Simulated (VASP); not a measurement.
# Ir (P6_3/mmc) in VASP: a series of runs, part 2 of 2

VASP 6.6.1. The steps go on from the part before.

### 5 Single point, PBEsol (volume scaled by 1.08)

INCAR

```
SYSTEM = Ir
PREC     = Accurate       ! precision mode
ENCUT    = 520            ! plane-wave cutoff, eV
EDIFF    = 1E-6           ! SCF threshold, eV
ISMEAR   = -1             ! smearing method
SIGMA    = 0.1            ! smearing width, eV
LREAL    = .FALSE.        ! projectors in reciprocal space
LASPH    = .TRUE.         ! aspherical terms in the spheres
NELM     = 100            ! most SCF steps
ALGO     = Normal         ! electronic algorithm
ISIF     = 2              ! what is computed and relaxed
LWAVE    = .FALSE.        ! write WAVECAR
LCHARG   = .FALSE.        ! write CHGCAR
GGA      = PS             ! functional
NBANDS   = 16             ! bands
```

KPOINTS

```
Automatic mesh
0
G
  15 15 8
  0 0 0
```

POSCAR

```
Ir
1.0
    2.7897999480      0.0000000000      0.0000000000
   -1.3948999740      2.4160376264      0.0000000000
    0.0000000000      0.0000000000      4.5276939987
Ir
2
Direct
    0.3333333333      0.6666666667      0.2500000000
    0.6666666667      0.3333333333      0.7500000000
```

Potentials or basis: VASP PAW PBE potentials, release 64 (Ir).

Command:

```console
cat potpaw_PBE.64/Ir/POTCAR > POTCAR
mpirun -np 1 vasp_std > vasp.out
```

OUTCAR:

```text
SYSTEM = Ir
   PREC = Accurate
   ENCUT = 520
   EDIFF = 1E-6
   ISMEAR = -1
   LREAL = .FALSE.
   LASPH = .TRUE.
   NELM = 100
   ISIF = 2
   GGA = PS

 ion  position               nearest neighbor table
   1  0.333  0.667  0.250-   2 2.78   2 2.78   2 2.78   2 2.78   2 2.78   2 2.78
   2  0.667  0.333  0.750-   1 2.78   1 2.78   1 2.78   1 2.78   1 2.78   1 2.78

  LATTYP: Found a hexagonal cell.
 ALAT       =     2.7897999480
 C/A-ratio  =     1.6229457607

  Lattice vectors:
[... 194 lines left out ...]
      5       5.6538      2.00000
      6       6.2358      2.00000
[... 433 lines left out ...]
      3       3.2036      2.00000
      4       4.9940      2.00000
      5       5.1789      2.00000
      6       5.6384      2.00000
[... 8 lines left out ...]
     15      20.5001      0.00000
     16      21.3433      0.00000

 [... further k-points ...]
[... 5 lines left out ...]
  --------------------------------------------------------------------------------------
  -------------------------------------------------------------------------------------
  Total       -4.4652811     -4.4652811     -4.6052746      0.0000000      0.0000000      0.0000000
  in kB     -234.4258863   -234.4258863   -241.7754978      0.0000000      0.0000000      0.0000000
  external PRESSURE =    -236.8757568 kB  Pullay stress =       0.0000000 kB

 VOLUME and BASIS-vectors are now :
 -----------------------------------------------------------------------------
  energy-cutoff  :      520.00
  volume of cell :       30.52
      direct lattice vectors                 reciprocal lattice vectors
     2.789799948  0.000000000  0.000000000     0.358448641  0.206950419  0.000000000
    -1.394899974  2.416037626  0.000000000     0.000000000  0.413900839  0.000000000
     0.000000000  0.000000000  4.527693999     0.000000000  0.000000000  0.220862982

 POSITION                                       TOTAL-FORCE (eV/Angst)
 -----------------------------------------------------------------------------------
     -0.00000      1.61069      1.13192         0.000000      0.000000      0.000000
      1.39490      0.80535      3.39577        -0.000000      0.000000      0.000000
 -----------------------------------------------------------------------------------
    total drift:                               -0.000000      0.000000     -0.000000

  FREE ENERGIE OF THE ION-ELECTRON SYSTEM (eV)
  ---------------------------------------------------
  free  energy   TOTEN  =       -19.3516420580 eV

  energy  without entropy=      -19.2654435083  energy(sigma->0) =      -19.30854278
```

It took 34 s on 1 thread of AMD EPYC 9R45 (Zen 5), shared host; peak memory 0.16 GiB.

What came out:

- Free energy: -19.3516 eV
- Pressure: -23.7 GPa
- Band gap on the k mesh: zero (band 9 reaches 9.93 eV, above the bottom of band 10 at 7.03 eV)

Stress tensor (GPa, compression positive):
```
-23.44   0.00   0.00
  0.00 -23.44   0.00
  0.00   0.00 -24.18
```

Caveat: the PAW data sets were made with another functional, which shifts forces and pressure a little; spin-orbit coupling is left out, which moves the levels of the heavy elements.

### 6 Single point, PBEsol (volume scaled by 1.12)

INCAR

```
PREC = Accurate
ENCUT = 520
EDIFF = 1E-6
ISMEAR = -1
SIGMA = 0.1
LREAL = F
LASPH = T
NELM = 60
ALGO = Normal
ISIF = 2
LWAVE = F
LCHARG = F
GGA = PS
NBANDS = 16
```

KPOINTS

```
regular mesh
0
Gamma
  15 15 8
```

POSCAR

```
Ir
1.0
    2.8238252519      0.0000000000      0.0000000000
   -1.4119126260      2.4455044040      0.0000000000
    0.0000000000      0.0000000000      4.5829152215
Ir
2
Direct
    0.3333333333      0.6666666667      0.2500000000
    0.6666666667      0.3333333333      0.7500000000
```

Potentials or basis: VASP PAW PBE potentials, release 64 (Ir).

Command:

```console
cat potpaw_PBE.64/Ir/POTCAR > POTCAR
mpirun -np 1 vasp_std > vasp.out
```

OUTCAR:

```text
PREC = Accurate
   ENCUT = 520
   EDIFF = 1E-6
   ISMEAR = -1
   LREAL = F
   LASPH = T
   NELM = 60
   ISIF = 2
   GGA = PS

 ion  position               nearest neighbor table
   1  0.333  0.667  0.250-   2 2.81   2 2.81   2 2.81   2 2.81   2 2.81   2 2.81
   2  0.667  0.333  0.750-   1 2.81   1 2.81   1 2.81   1 2.81   1 2.81   1 2.81

  LATTYP: Found a hexagonal cell.
 ALAT       =     2.8238252519
 C/A-ratio  =     1.6229457607

  Lattice vectors:

 A1 = (   2.8238252519,   0.0000000000,   0.0000000000)
 A2 = (  -1.4119126260,   2.4455044040,   0.0000000000)
 A3 = (   0.0000000000,   0.0000000000,   4.5829152215)

Analysis of symmetry for initial positions (statically):
=====================================================================
 Subroutine PRICEL returns:
 Original cell was already a primitive cell.

 Routine SETGRP: Setting up the symmetry group for a
 hexagonal supercell.

 Subroutine GETGRP returns: Found 24 space group operations
 (whereof 12 operations were pure point group operations)
 out of a pool of 24 trial point group operations.

The static configuration has the point symmetry D_3d.
 The point group associated with its full space group is D_6h.

Analysis of symmetry for dynamics (positions and initial velocities):
=====================================================================
 Subroutine PRICEL returns:
 Original cell was already a primitive cell.

 Routine SETGRP: Setting up the symmetry group for a
 hexagonal supercell.

 Subroutine GETGRP returns: Found 24 space group operations
 (whereof 12 operations were pure point group operations)
 out of a pool of 24 trial point group operations.

The dynamic configuration has the point symmetry D_3d.
 The point group associated with its full space group is D_6h.
[... 107 lines left out ...]
   POTIM  = 0.5000    time-step for ionic-motion
   TEBEG  =    0.0;   TEEND  =   0.0 temperature during run
   PSTRESS=    0.0 pullay stress
   NELECT =      18.0000    total number of electrons
   NUPDOWN=      -1.0000    fix difference up-down
   EMIN   =  10.00;   EMAX   =-10.00  energy-range for DOS
   EFERMI =   0.00;   METHOD = LEGACY
   ISMEAR =    -1;   SIGMA  =   0.10  broadening in eV -4-tet -1-fermi 0-gaus
   EFERMI_NEDOS =   21; number of points for ismear=-14 and -15
   IALGO  =     38    algorithm
   IMIX   =      4    mixing-type and parameters
     AMIX     =   0.40;   BMIX     =  1.00
     AMIX_MAG =   1.60;   BMIX_MAG =  1.00
  volume/ion in A,a.u.               =      15.82       106.79
  Fermi-wavevector in a.u.,A,eV,Ry     =   1.356385  2.563196 25.031729  1.839780
  Thomas-Fermi vector in A             =   2.483393
   LORBIT       =      0    0 simple, 1 ext, 2 COOP (PROOUT), +10 PAW based schemes
   GGA     = PS    functional components
   LHFCALC =     F    Hartree Fock is set to
   AEXX    =    0.0000 exact exchange contribution
   IVDW    =     0    specifies the selected vdW correction
   LEPSILON=     F    determine dielectric tensor
   LRPA    =     F    only Hartree local field effects (RPA)
 non-spin polarized calculation
  energy-cutoff  :      520.00
  volume of cell :       31.65
 maximum number of plane-waves:       867
 NGX is ok and might be reduce to    24
   NGX = 11   NGY = 11   NGZ = 17

 number of electron      18.0000003 magnetization

 Free energy of the ion-electron system (eV)
  ---------------------------------------------------
  ext. energy  EPLUGINS =         0.00000000
  ---------------------------------------------------
  free energy    TOTEN  =       -19.15443180 eV

  energy without entropy =      -19.06260627  energy(sigma->0) =      -19.10851904

 E-fermi :   8.4960     XC(G=0): -13.4503

 val. band max:        8.4861482977   @ k =   0.2000   0.0667   0.3750
 cond. band min:       8.4960193471   @ k =   0.1333   0.0667   0.5000
 fundamental gap:      0.0098710493
 Fermi energy:         8.4960033364

 k-point     1 :       0.0000    0.0000    0.0000
  band No.  band energies     occupation
      1      -1.6161      2.00000
      2       1.4077      2.00000
      3       5.1603      2.00000
      4       5.2656      2.00000
      5       5.2656      2.00000
      6       5.8119      2.00000
[... 433 lines left out ...]
      3       2.9369      2.00000
      4       4.6250      2.00000
      5       4.8155      2.00000
      6       5.2475      2.00000
[... 8 lines left out ...]
     15      19.5887      0.00000
     16      20.3789      0.00000

 [... further k-points ...]
[... 5 lines left out ...]
  --------------------------------------------------------------------------------------
  -------------------------------------------------------------------------------------
  Total       -6.2573335     -6.2573335     -6.4315660      0.0000000      0.0000000      0.0000000
  in kB     -316.7756504   -316.7756504   -325.5961201      0.0000000      0.0000000      0.0000000
  external PRESSURE =    -319.7158070 kB  Pullay stress =       0.0000000 kB

 VOLUME and BASIS-vectors are now :
 -----------------------------------------------------------------------------
  energy-cutoff  :      520.00
  volume of cell :       31.65
      direct lattice vectors                 reciprocal lattice vectors
     2.823825252  0.000000000  0.000000000     0.354129562  0.204456798  0.000000000
    -1.411912626  2.445504404  0.000000000     0.000000000  0.408913596  0.000000000
     0.000000000  0.000000000  4.582915222     0.000000000  0.000000000  0.218201724

 POSITION                                       TOTAL-FORCE (eV/Angst)
 -----------------------------------------------------------------------------------
     -0.00000      1.63034      1.14573        -0.000000     -0.000000      0.000000
      1.41191      0.81517      3.43719         0.000000      0.000000      0.000000
 -----------------------------------------------------------------------------------
    total drift:                               -0.000000      0.000000     -0.000000

  FREE ENERGIE OF THE ION-ELECTRON SYSTEM (eV)
  ---------------------------------------------------
  free  energy   TOTEN  =       -19.1544317994 eV

  energy  without entropy=      -19.0626062745  energy(sigma->0) =      -19.10851904
```

stdout:

```text
POSCAR found type information on POSCAR Ir
 POSCAR found :  1 types and       2 ions
 scaLAPACK will be used
 -----------------------------------------------------------------------------
|                                                                             |
|                                                                             |
|     You enforced a specific xc type in the INCAR file but a different       |
|     I HOPE YOU KNOW WHAT YOU ARE DOING!                                     |
|                                                                             |
 -----------------------------------------------------------------------------

 LDA part: xc-table for (Slater+PW92), standard interpolation
 POSCAR, INCAR and KPOINTS ok, starting setup
 FFT: planning ... GRIDC
 FFT: planning ... GRID_SOFT
 FFT: planning ... GRID
 WAVECAR not read
 entering main loop
```

Run time: 32 s. Hardware: 1 thread of AMD EPYC 9R45 (Zen 5), shared host; peak memory 0.17 GiB.

What came out:

```
Free energy            : -19.1544 eV
Pressure               : -32.0 GPa
Band gap on the k mesh : zero (band 9 reaches 9.28 eV, above the bottom of band 10 at 6.57 eV)
```

Stress tensor (GPa, compression positive):
```
-31.68   0.00   0.00
  0.00 -31.68   0.00
  0.00   0.00 -32.56
```

Levels at points of the mesh, in eV from the Fermi level:
```tsv
k point	band 5	band 6	band 7	band 8	band 9	band 10	band 11	band 12	band 13	band 14
(0.00, 0.00, 0.00)	-3.23	-2.68	-2.68	-2.00	-2.00	-0.56	0.24	0.24	6.05	14.36
(0.00, 0.00, 0.50)	-3.34	-3.34	-3.34	-3.34	-0.41	-0.41	-0.41	-0.41	13.25	13.25
```

Caveat: the PAW data sets were made with another functional, which shifts forces and pressure a little; spin-orbit coupling is left out, which moves the levels of the heavy elements.

### 7 Overview

```csv
cell,gap on the mesh (eV),pressure (GPa)
"a = 2.682, b = 2.682, c = 4.353 Å, angles 90.0, 90.0, 120.0°, 2 atoms",none,18.4
"a = 2.719, b = 2.719, c = 4.413 Å, angles 90.0, 90.0, 120.0°, 2 atoms",none,0.8
"a = 2.755, b = 2.755, c = 4.471 Å, angles 90.0, 90.0, 120.0°, 2 atoms",none,-13.0
"a = 2.790, b = 2.790, c = 4.528 Å, angles 90.0, 90.0, 120.0°, 2 atoms",none,-23.7
"a = 2.824, b = 2.824, c = 4.583 Å, angles 90.0, 90.0, 120.0°, 2 atoms",none,-32.0
```

Alike in all rows: task single point; level PBEsol; potentials or basis VASP PAW PBE potentials, release 64 (Ir); no spin polarisation; k mesh 15 × 15 × 8; cutoff (eV) 520; smearing fermi-dirac 0.1 eV.

Caveats: the PAW data sets were made with another functional, which shifts forces and pressure a little; spin-orbit coupling is left out, which moves the levels of the heavy elements.

Absolute energies hang on the potentials; compare differences alone.
